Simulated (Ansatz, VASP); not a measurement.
**Cd2O: VASP beside Ansatz**

```
Cd O
1.0
     2.91404   -1.67695    0.02804
     0.06202    0.00000   -5.15290
     2.91404    5.03085    0.02804
Cd O
4 2
Direct
  0.24920 0.27579 0.41640
  0.74920 0.27579 0.91640
  0.25080 0.72421 0.08360
  0.75080 0.72421 0.58360
  0.75000 0.00000 0.25000
  0.25000 0.00000 0.75000
```

Alike in both runs: task single point; functional PBE; k mesh 6 × 4 × 4; occupations gaussian, width 0.2 eV; no spin polarisation.

|  | VASP | Ansatz |
| --- | --- | --- |
| version | VASP 6.6.1 | Ansatz 0.2.0 |
| potentials or method | VASP PAW PBE potentials, release 64 (Cd, O), cutoff 520 eV | scalar-relativistic, plane waves, PAW |
| valence electrons in the cell | 60 | 92 |

```csv
,VASP,Ansatz,Ansatz less VASP
gap on the k mesh at the Fermi level (eV),none,none,-
pressure (GPa),0.6,-0.1,-0.70
"traceless stress, the component that is largest in VASP (GPa)",-0.09,-0.06,+0.032
rms of the force components (eV/Å),0.022,0.004,-0.0181
```

Atom by atom the forces differ by 0.021 eV/Å (rms over components). A gap of «none» marks a metal or a gap that the smearing closes. With one functional, cell and mesh, what is left measures potentials, basis and numerics. VASP's potentials hold 60 valence electrons a cell and Ansatz's 92, so a difference there can come from the potentials and not from the codes.
